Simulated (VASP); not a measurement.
K2S:

```
CELL_PARAMETERS angstrom
0.00000 3.70272 3.70272
3.70272 0.00000 3.70272
3.70272 3.70272 0.00000
ATOMIC_POSITIONS crystal
K 0.25000 0.25000 0.25000
K 0.75000 0.75000 0.75000
S 0.00000 0.00000 0.00000
```

Base run:

* Program: VASP 6.6.1
* Functional: r2SCAN
* Potentials or basis: VASP PAW PBE potentials, release 64 (K_sv, S)
* Cutoff: 550 eV
* k mesh: 4 × 4 × 4
* Occupations: gaussian, width 0.01 eV
* Spin: no spin polarisation

Its results: band gap on the k mesh 2.76 eV, indirect (least direct gap 2.95 eV); pressure 0.0 GPa.

Problem. The run is repeated on the same cell with these changes: functional from r2SCAN to PBE; cutoff from 550 eV to 500 eV. What comes out?

Solution. Band gap on the k mesh 2.38 eV, indirect (least direct gap 2.57 eV); pressure 0.5 GPa.

r2SCAN gives the wider gap, since meta-GGAs in the generalised Kohn-Sham scheme recover part of the derivative discontinuity.

Caveats: the PAW data sets were made with another functional, which shifts forces and pressure a little (some runs).

A k mesh can miss the band edges.
